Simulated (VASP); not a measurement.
A run of VASP 6.6.1:

File INCAR:

```
SYSTEM = YPt3F2
PREC     = Accurate       ! precision mode
ENCUT    = 700            ! plane-wave cutoff, eV
EDIFF    = 1E-6           ! SCF threshold, eV
ISMEAR   = 0              ! smearing method
SIGMA    = 0.1            ! smearing width, eV
LREAL    = .FALSE.        ! projectors in reciprocal space
LASPH    = .TRUE.         ! aspherical terms in the spheres
NELM     = 120            ! most SCF steps
ALGO     = Normal         ! electronic algorithm
ISIF     = 2              ! what is computed and relaxed
LWAVE    = .FALSE.        ! write WAVECAR
LCHARG   = .FALSE.        ! write CHGCAR
GGA      = PE             ! functional
NBANDS   = 48             ! bands
GGA_COMPAT= .FALSE.
```

KPOINTS

```
Automatic mesh
0
G
  6 6 4
  0 0 0
```

POSCAR

```
YPt3F2
1.0
    4.8901678247      0.0000000000      0.0000000000
   -2.4450839123      4.2350095650      0.0000000000
    0.0000000000      0.0000000000      5.5315673415
Y Pt F
1 3 2
Direct
    0.0000000000      0.0000000000      0.0000000000
    0.5000000000      0.0000000000      0.5000000000
    0.5000000000      0.5000000000      0.5000000000
    0.0000000000      0.5000000000      0.5000000000
    0.3333333333      0.6666666667      0.0000000000
    0.6666666667      0.3333333333      0.0000000000
```

Potentials or basis: VASP PAW PBE potentials, release 64 (Y_sv, Pt_sv_GW, F).

The run is started by

```console
$ cat potpaw_PBE.64/Y_sv/POTCAR potpaw_PBE.64/Pt_sv_GW/POTCAR potpaw_PBE.64/F/POTCAR > POTCAR
$ mpirun -np 1 vasp_std > vasp.out
```

Hardware: 1 thread of Intel(R) Xeon(R) 6975P-C (Granite Rapids), on a shared host.

Q: Estimate the wall time of this run.

A: It took 99 s on 1 thread of Intel(R) Xeon(R) 6975P-C (Granite Rapids) (shared host), peak memory 0.38 GiB. Counts: scf iterations 15, k points 21.
